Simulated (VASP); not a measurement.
The system is PbSe (Clausthalite).

```xyz
2
Lattice="0.0000 3.0606 3.0606 3.0606 0.0000 3.0606 3.0606 3.0606 0.0000" Properties=species:S:1:pos:R:3 pbc="T T T"
Pb    0.0000    0.0000    0.0000
Se    3.0606    3.0606    3.0606
```

Program: VASP 6.6.1. Alike in all runs: task single point; potentials or basis VASP PAW PBE potentials, release 64 (Pb_d, Se); no spin polarisation; cell as given; k mesh 3 × 3 × 3; smearing gaussian 0.01 eV. Hardware: 1 thread of Intel(R) Xeon(R) 6975P-C (Granite Rapids), with other jobs on the host.

**Question.** Order these runs on this cell by their wall time, lowest first.
A. level HSE06; cutoff (eV) 400; grid for exact exchange (PRECFOCK) Normal; screening parameter 0.2079 1/Å
B. level PBE; cutoff (eV) 500
C. level r2SCAN; cutoff (eV) 550

**Answer.** B (4.6 s), C (26 s), A (74 s).

Caveats: all runs use coarse meshes.
